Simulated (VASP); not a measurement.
# GeBi3 (Fm-3m) in VASP: single point with r2SCAN

Aim: the single point of GeBi3 with r2SCAN.

Program: VASP 6.6.1. These are calculated values, not measurements. Logs are shortened: lines on timing, memory, paths and dates and some standing lists are left out, and cuts for length are marked.

## 1. The cell of the first run

The structure is cubic, space group Fm-3m (No. 225). The conventional cell has a = 7.734 Å, b = 7.734 Å, c = 7.734 Å, α = 90.00°, β = 90.00°, γ = 90.00°. Ge (site symmetry m-3m) has 14 Bi at 3.35 to 3.87 Å within 4.4 Å. Bi (site symmetry -43m) has 4 Ge at 3.35 Å and 10 Bi at 3.35 to 3.87 Å within 4.4 Å. Bi (site symmetry m-3m) has 8 Bi at 3.35 Å and 6 Ge at 3.87 Å within 4.4 Å.

## 2. Single point, r2SCAN

POSCAR reads:

```
GeBi3
1.0
    0.0000000000      3.8668200000      3.8668200000
    3.8668200000      0.0000000000      3.8668200000
    3.8668200000      3.8668200000      0.0000000000
Ge Bi
1 3
Direct
    0.0000000000      0.0000000000      0.0000000000
    0.2500000000      0.2500000000      0.2500000000
    0.7500000000      0.7500000000      0.7500000000
    0.5000000000      0.5000000000      0.5000000000
```

INCAR.step1 reads:

```
  PREC = Accurate
  ENCUT = 520
  ISMEAR = -1
  SIGMA = 0.1
  LREAL = False
  LASPH = True
  NELM = 80
  NBANDS = 38
  GGA = PE
  ALGO = Normal
  EDIFF = 1E-4
  LWAVE = True
  LCHARG = False
```

INCAR.step2 reads:

```
  PREC = Accurate
  ENCUT = 520
  EDIFF = 1E-6
  ISMEAR = -1
  SIGMA = 0.1
  LREAL = False
  LASPH = True
  NELM = 80
  ALGO = Normal
  ISIF = 2
  LWAVE = False
  LCHARG = False
  METAGGA = R2SCAN
  LMIXTAU = True
  NBANDS = 38
  ISTART = 1
```

KPOINTS reads:

```
regular mesh
0
Gamma
  6 6 6
```

Potentials or basis: VASP PAW PBE potentials, release 64 (Ge_d, Bi_d).

Started as:

```console
> cat potpaw_PBE.64/Ge_d/POTCAR potpaw_PBE.64/Bi_d/POTCAR > POTCAR
> cp INCAR.step1 INCAR
> mpirun -np 1 vasp_std > vasp.out
> cp INCAR.step2 INCAR
> mpirun -np 1 vasp_std > vasp.out
```

OUTCAR:

```text
PREC = Accurate
   ENCUT = 520
   EDIFF = 1E-6
   ISMEAR = -1
   LREAL = False
   LASPH = True
   NELM = 80
   ISIF = 2
   METAGGA = R2SCAN
   ISTART = 1

 ion  position               nearest neighbor table
   1  0.000  0.000  0.000-   3 3.35   3 3.35   3 3.35   2 3.35   2 3.35   2 3.35   3 3.35   2 3.35

   2  0.250  0.250  0.250-   1 3.35   1 3.35   1 3.35   4 3.35   4 3.35   4 3.35   4 3.35   1 3.35
                             3 3.87   3 3.87   3 3.87   3 3.87   3 3.87   3 3.87
   3  0.750  0.750  0.750-   4 3.35   4 3.35   4 3.35   1 3.35   1 3.35   1 3.35   4 3.35   1 3.35
                             2 3.87   2 3.87   2 3.87   2 3.87   2 3.87   2 3.87
   4  0.500  0.500  0.500-   2 3.35   2 3.35   2 3.35   3 3.35   3 3.35   3 3.35   3 3.35   2 3.35

  LATTYP: Found a face centered cubic cell.
 ALAT       =     7.7336400000

  Lattice vectors:

 A1 = (   0.0000000000,   3.8668200000,   3.8668200000)
 A2 = (   3.8668200000,   0.0000000000,   3.8668200000)
 A3 = (   3.8668200000,   3.8668200000,   0.0000000000)

Analysis of symmetry for initial positions (statically):
=====================================================================
 Subroutine PRICEL returns:
 Original cell was already a primitive cell.

 Routine SETGRP: Setting up the symmetry group for a
 face centered cubic supercell.

 Subroutine GETGRP returns: Found 48 space group operations
 (whereof 48 operations were pure point group operations)
 out of a pool of 48 trial point group operations.

The static configuration has the point symmetry O_h .

Analysis of symmetry for dynamics (positions and initial velocities):
=====================================================================
 Subroutine PRICEL returns:
 Original cell was already a primitive cell.

 Routine SETGRP: Setting up the symmetry group for a
 face centered cubic supercell.

 Subroutine GETGRP returns: Found 48 space group operations
 (whereof 48 operations were pure point group operations)
 out of a pool of 48 trial point group operations.

The dynamic configuration has the point symmetry O_h .

 Subroutine INISYM returns: Found 48 space group operations
 (whereof 48 operations are pure point group operations),
 and found     1 'primitive' translations

----------------------------------------------------------------------------------------

                                     Primitive cell

  volume of cell :     115.6357

  direct lattice vectors                    reciprocal lattice vectors
     0.000000000  3.866820000  3.866820000    -0.129305217  0.129305217  0.129305217
     3.866820000  0.000000000  3.866820000     0.129305217 -0.129305217  0.129305217
     3.866820000  3.866820000  0.000000000     0.129305217  0.129305217 -0.129305217

  length of vectors
     5.468509287  5.468509287  5.468509287     0.223963206  0.223963206  0.223963206

  position of ions in fractional coordinates (direct lattice)
     0.000000000  0.000000000  0.000000000
     0.250000000  0.250000000  0.250000000
     0.750000000  0.750000000  0.750000000
     0.500000000  0.500000000  0.500000000

  ion indices of the primitive-cell ions
   primitive index   ion index
                 1           1
                 2           2
                 3           3
                 4           4

----------------------------------------------------------------------------------------

 KPOINTS: regular mesh

Automatic generation of k-mesh.
 Grid dimensions read from file:
 generate k-points for:    6    6    6

 Generating k-lattice:

  Cartesian coordinates                     Fractional coordinates (reciprocal lattice)
    -0.021550870  0.021550870  0.021550870     0.166666667  0.000000000  0.000000000
     0.021550870 -0.021550870  0.021550870     0.000000000  0.166666667  0.000000000
     0.021550870  0.021550870 -0.021550870     0.000000000  0.000000000  0.166666667

  Length of vectors
     0.037327201  0.037327201  0.037327201

  Shift w.r.t. Gamma in fractional coordinates (k-lattice)
     0.000000000  0.000000000  0.000000000

 Subroutine IBZKPT returns following result:
 ===========================================

 Found     16 irreducible k-points:

 Following reciprocal coordinates:
            Coordinates               Weight
  0.000000  0.000000  0.000000      1.000000
  0.166667  0.000000  0.000000      8.000000
  0.333333  0.000000  0.000000      8.000000
  0.500000  0.000000  0.000000      4.000000
  0.166667  0.166667  0.000000      6.000000
  0.333333  0.166667  0.000000     24.000000
[... 8 lines left out ...]
 -0.333333  0.333333  0.166667     24.000000
 -0.333333  0.500000  0.166667     12.000000
   k-points           NKPTS =     16   k-points in BZ     NKDIM =     16   number of bands    NBANDS=     38
   number of dos      NEDOS =    301   number of ions     NIONS =      4
   total plane-waves  NPLWV =  74088
   dimension x,y,z NGX =    42 NGY =   42 NGZ =   42
   dimension x,y,z NGXF=    84 NGYF=   84 NGZF=   84
   ions per type =               1   3
   NGX,Y,Z   is equivalent  to a cutoff of  12.77, 12.77, 12.77 a.u.
   NGXF,Y,Z  is equivalent  to a cutoff of  25.54, 25.54, 25.54 a.u.
 SYSTEM =  unknown system
   PREC   = accura    normal or accurate (medium, high low for compatibility)
   ISTART =      1    job   : 0-new  1-cont  2-samecut
   ICHARG =      0    charge: 1-file 2-atom 10-const
   ISPIN  =      1    spin polarized calculation?
   LNONCOLLINEAR =      F non collinear calculations
   LSORBIT =      F    spin-orbit coupling
   LASPH  =      T    aspherical Exc in radial PAW
   ENCUT  =  520.0 eV  38.22 Ry    6.18 a.u.  10.17 10.17 10.17*2*pi/ulx,y,z
   NELM   =     80;   NELMIN=  2; NELMDL=  0     # of ELM steps
   EDIFF  = 0.1E-05   stopping-criterion for ELM
   LREAL  =      F    real-space projection
   EDIFFG = 0.1E-04   stopping-criterion for IOM
   NSW    =      0    number of steps for IOM
   IBRION =     -1    ionic relax: 0-MD 1-quasi-New 2-CG
   NFREE  =      0    steps in history (QN), initial steepest desc. (CG)
   ISIF   =      2    stress and relaxation
   ISYM   =      2    0-nonsym 1-usesym 2-fastsym
   POTIM  = 0.5000    time-step for ionic-motion
   TEBEG  =    0.0;   TEEND  =   0.0 temperature during run
   PSTRESS=    0.0 pullay stress
   NELECT =      59.0000    total number of electrons
   NUPDOWN=      -1.0000    fix difference up-down
   EMIN   =  10.00;   EMAX   =-10.00  energy-range for DOS
   EFERMI =   0.00;   METHOD = LEGACY
   ISMEAR =    -1;   SIGMA  =   0.10  broadening in eV -4-tet -1-fermi 0-gaus
   EFERMI_NEDOS =   21; number of points for ismear=-14 and -15
   IALGO  =     38    algorithm
   IMIX   =      4    mixing-type and parameters
     AMIX     =   0.40;   BMIX     =  1.00
     AMIX_MAG =   1.60;   BMIX_MAG =  1.00
  volume/ion in A,a.u.               =      28.91       195.09
  Fermi-wavevector in a.u.,A,eV,Ry     =   1.308162  2.472068 23.283486  1.711288
  Thomas-Fermi vector in A             =   2.438848
   LORBIT       =      0    0 simple, 1 ext, 2 COOP (PROOUT), +10 PAW based schemes
   METAGGA = R2SCAN    functional components
   LHFCALC =     F    Hartree Fock is set to
   AEXX    =    0.0000 exact exchange contribution
   IVDW    =     0    specifies the selected vdW correction
   LEPSILON=     F    determine dielectric tensor
   LRPA    =     F    only Hartree local field effects (RPA)
 non-spin polarized calculation
  energy-cutoff  :      520.00
  volume of cell :      115.64
 maximum number of plane-waves:      3142
 NGX is ok and might be reduce to    42
   NGX = 21   NGY = 21   NGZ = 21

 number of electron      58.9999997 magnetization

 Free energy of the ion-electron system (eV)
  ---------------------------------------------------
  ext. energy  EPLUGINS =         0.00000000
  ---------------------------------------------------
  free energy    TOTEN  =      -187.71097838 eV

  energy without entropy =     -187.55488307  energy(sigma->0) =     -187.63293073

 E-fermi :   7.2500     XC(G=0): -11.1352

 val. band max:        7.1629553118   @ k =   0.5000   0.3333   0.1667
 cond. band min:       7.2516970351   @ k =   0.5000   0.3333   0.0000
 fundamental gap:      0.0887417233
 Fermi energy:         7.2500473347

 k-point     1 :       0.0000    0.0000    0.0000
  band No.  band energies     occupation
      1     -18.2017      2.00000
      2     -18.2017      2.00000
      3     -18.2017      2.00000
      4     -18.1985      2.00000
      5     -18.1985      2.00000
      6     -16.4476      2.00000
[... 30 lines left out ...]
     37      13.1905      0.00000
     38      13.1905      0.00000

 k-point     2 :       0.1667    0.0000    0.0000
  band No.  band energies     occupation
      1     -18.2018      2.00000
      2     -18.2018      2.00000
      3     -18.2017      2.00000
      4     -18.1984      2.00000
      5     -18.1984      2.00000
      6     -16.4534      2.00000
[... 30 lines left out ...]
     37      12.8009      0.00000
     38      12.8009      0.00000

 k-point     3 :       0.3333    0.0000    0.0000
  band No.  band energies     occupation
      1     -18.2018      2.00000
      2     -18.2018      2.00000
      3     -18.2017      2.00000
      4     -18.1983      2.00000
      5     -18.1983      2.00000
      6     -16.4642      2.00000
[... 30 lines left out ...]
     37      14.0860      0.00000
     38      14.0860      0.00000

 k-point     4 :       0.5000    0.0000    0.0000
  band No.  band energies     occupation
      1     -18.2018      2.00000
      2     -18.2018      2.00000
      3     -18.2017      2.00000
      4     -18.1982      2.00000
      5     -18.1982      2.00000
      6     -16.4693      2.00000
[... 30 lines left out ...]
     37      16.3746      0.00000
     38      16.3761      0.00000
[... 375 lines left out ...]
      4     -18.1983      2.00000
      5     -18.1982      2.00000
      6     -16.4702      2.00000
[... 30 lines left out ...]
     37      13.8311      0.00000
     38      15.8738      0.00000

 k-point    15 :      -0.3333    0.3333    0.1667
  band No.  band energies     occupation
      1     -18.2019      2.00000
      2     -18.2018      2.00000
      3     -18.2018      2.00000
      4     -18.1983      2.00000
      5     -18.1981      2.00000
      6     -16.4728      2.00000
[... 30 lines left out ...]
     37      15.4308      0.00000
     38      15.5985      0.00000

 k-point    16 :      -0.3333    0.5000    0.1667
  band No.  band energies     occupation
      1     -18.2019      2.00000
      2     -18.2018      2.00000
      3     -18.2017      2.00000
      4     -18.1983      2.00000
      5     -18.1981      2.00000
      6     -16.4751      2.00000
[... 30 lines left out ...]
     37      14.8208      0.00000
     38      15.2017      0.00000

------------------------ aborting loop because EDIFF is reached ----------------------------------------

  FORCE on cell =-STRESS in cart. coord.  units (eV):
  Direction    XX          YY          ZZ          XY          YZ          ZX
  --------------------------------------------------------------------------------------
  -------------------------------------------------------------------------------------
  Total        0.0132002      0.0132002      0.0132002      0.0000000     -0.0000000     -0.0000000
  in kB        0.1828940      0.1828940      0.1828940      0.0000000     -0.0000000     -0.0000000
  external PRESSURE =       0.1828940 kB  Pullay stress =       0.0000000 kB

 VOLUME and BASIS-vectors are now :
 -----------------------------------------------------------------------------
  energy-cutoff  :      520.00
  volume of cell :      115.64
      direct lattice vectors                 reciprocal lattice vectors
     0.000000000  3.866820000  3.866820000    -0.129305217  0.129305217  0.129305217
     3.866820000  0.000000000  3.866820000     0.129305217 -0.129305217  0.129305217
     3.866820000  3.866820000  0.000000000     0.129305217  0.129305217 -0.129305217

 POSITION                                       TOTAL-FORCE (eV/Angst)
 -----------------------------------------------------------------------------------
      0.00000      0.00000      0.00000         0.000000      0.000000     -0.000000
      1.93341      1.93341      1.93341         0.000000      0.000000      0.000000
      5.80023      5.80023      5.80023        -0.000000     -0.000000     -0.000000
      3.86682      3.86682      3.86682         0.000000      0.000000     -0.000000
 -----------------------------------------------------------------------------------
    total drift:                               -0.000000     -0.000000      0.000000

  FREE ENERGIE OF THE ION-ELECTRON SYSTEM (eV)
  ---------------------------------------------------
  free  energy   TOTEN  =      -187.7109783791 eV

  energy  without entropy=     -187.5548830720  energy(sigma->0) =     -187.63293073
```

Wall time 8.4 min (1 thread of Intel Xeon 8259CL, shared host); peak memory 0.31 GiB.

What came out:

- Free energy: -187.7110 eV
- Pressure: 0.0 GPa
- Band gap on the k mesh: zero (an odd number of electrons rules out a gap without spin polarisation)

Levels at points of the mesh, in eV from the Fermi level:
```
           k point  band 25  band 26  band 27  band 28  band 29  band 30  band 31  band 32  band 33  band 34
(0.00, 0.00, 0.00)    -2.33    -2.33    -2.33    -2.15    -2.15    -2.15    -1.40    -1.40    -1.40     4.29
(0.50, 0.00, 0.00)    -3.34    -3.34    -2.78    -2.78    -1.24    -0.96     2.29     2.29     2.41     2.41
(0.50, 0.50, 0.00)    -5.14    -5.14    -0.20    -0.16     1.19     1.19     1.33     1.33     2.07     2.14
```

Caveat: the PAW data sets were made with another functional, which shifts forces and pressure a little; spin-orbit coupling is left out, which moves the levels of the heavy elements.
